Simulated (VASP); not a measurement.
In2SiH2, 5 atoms in the cell. The structure is hexagonal, space group P-6m2 (No. 187). The conventional cell has a = 4.692 Å, b = 4.692 Å, c = 5.349 Å, α = 90.00°, β = 90.00°, γ = 120.00°. Within 3.5 Å of In (site symmetry -6m2) lie 2 Si at 2.67 Å and 6 H at 2.74 Å. In (site symmetry -6m2) has 3 Si at 2.71 Å and 6 H at 3.55 Å within 3.6 Å. Si (site symmetry -6m2) has 5 In at 2.67 to 2.71 Å within 3.5 Å. H (site symmetry 3m) has 1 H at 0.76 Å within 1.0 Å. 

| Quantity | Value |
| --- | --- |
| Program | VASP 6.6.1 |
| Task | single point |
| Functional | PBE |
| Potentials or basis | VASP PAW PBE potentials, release 64 (In_d, Si, H) |
| Cutoff | 500 eV |
| k mesh | 4 × 4 × 2 |
| Occupations | gaussian, width 0.15 eV |
| Spin | no spin polarisation |
| Dipole correction | no |
| Further INCAR settings | ALGO = Normal; EDIFF = 1e-06; NBANDS = 24 |

Potentials or basis: VASP PAW PBE potentials, release 64 (In_d, Si, H).

Command:

```sh
$ cat potpaw_PBE.64/In_d/POTCAR potpaw_PBE.64/Si/POTCAR potpaw_PBE.64/H/POTCAR > POTCAR
$ mpirun -np 1 vasp_std > vasp.out
```

Hardware: 1 thread of Intel Xeon 8259CL, with other jobs on the host.

**Question.** How long does it take, and how much memory?

**Answer.** Wall time 51 s on 1 thread of Intel Xeon 8259CL, with other jobs on the host, peak memory 0.22 GiB. Counts: scf iterations 15, k points 8.
